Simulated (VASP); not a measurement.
Input of a VASP 6.6.1 run:

Contents of INCAR:

```
PREC = Accurate
ENCUT = 520
EDIFF = 1E-7
ISMEAR = 0
SIGMA = 0.05
LREAL = False
LASPH = True
NELM = 60
ALGO = Normal
ISIF = 2
LWAVE = False
LCHARG = False
GGA = PS
NBANDS = 34
```

The input KPOINTS:

```
regular mesh
0
Gamma
  5 5 2
```

File POSCAR:

```
InSe2
1.0
    3.8948930000      0.0000000000      0.0000000000
    0.0000000000      3.8948930000      0.0000000000
    0.0000000000      0.0000000000      9.6262310000
In Se
2 4
Direct
    0.0000000000      0.5000000000      0.7064680000
    0.5000000000      0.0000000000      0.2935320000
    0.0000000000      0.5000000000      0.3662120000
    0.5000000000      0.0000000000      0.6337880000
    0.0000000000      0.0000000000      0.0000000000
    0.5000000000      0.5000000000      0.0000000000
```

Potentials or basis: VASP PAW PBE potentials, release 64 (In_d, Se).

Launch:

```sh
$ cat potpaw_PBE.64/In_d/POTCAR potpaw_PBE.64/Se/POTCAR > POTCAR
$ mpirun -np 1 vasp_std > vasp.out
```

Task: Predict the pressure.

Result: -3.5 GPa.

Task: Estimate the largest force.

Result: 0.097 eV/Å.

Task: Predict the band gap on the k mesh.

Result: Zero (bands 25 and 26 overlap by 1.63 eV).

Forces in eV/Å, atoms in the order of the input:
```
In   0.000  0.000 -0.065
In   0.000  0.000  0.065
Se   0.000  0.000  0.097
Se   0.000  0.000 -0.097
Se   0.000  0.000  0.000
Se   0.000  0.000  0.000
```

Caveat: the cell stands under tension; the PAW data sets were made with another functional, which shifts forces and pressure a little; spin-orbit coupling is left out, which moves the levels of the heavy elements.
